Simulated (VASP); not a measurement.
A run of VASP 6.6.1 is set up as follows.

Contents of INCAR:

```
SYSTEM = Li
PREC     = Accurate       ! precision mode
ENCUT    = 520            ! plane-wave cutoff, eV
EDIFF    = 1E-6           ! SCF threshold, eV
ISMEAR   = -1             ! smearing method
SIGMA    = 0.1            ! smearing width, eV
LREAL    = .False.        ! projectors in reciprocal space
LASPH    = .True.         ! aspherical terms in the spheres
NELM     = 100            ! most SCF steps
ALGO     = Normal         ! electronic algorithm
ISIF     = 2              ! what is computed and relaxed
LWAVE    = .False.        ! write WAVECAR
LCHARG   = .True.         ! write CHGCAR
GGA      = PE             ! functional
LELF     = .True.         ! ELF
LVHAR    = .True.       
NBANDS   = 12             ! bands
```

File KPOINTS:

```
Automatic mesh
0
Gamma
  16 16 16
  0 0 0
```

File POSCAR:

```
Li
1.0
    1.5528177438      0.8965197424      7.5571236181
   -1.5528177438      0.8965197424      7.5571236181
    0.0000000000     -1.7930394848      7.5571236181
Li
3
Direct
    0.0000000000      1.0000000000      1.0000000000
    0.2221855009      0.2221855009      0.2221855009
    0.7778144991      0.7778144991      0.7778144991
```

Potentials or basis: VASP PAW PBE potentials, release 64 (Li_sv).

Launch:

```bash
$ cat potpaw_PBE.64/Li_sv/POTCAR > POTCAR
$ mpirun -np 1 vasp_std > vasp.out
```

**Question.** What does it give for the band gap on the k mesh?

**Answer.** Zero (an odd number of electrons rules out a gap without spin polarisation).

Forces on the atoms (eV/Å):
```
Li   0.000  0.000  0.000
Li   0.000  0.000  0.002
Li   0.000  0.000 -0.002
```
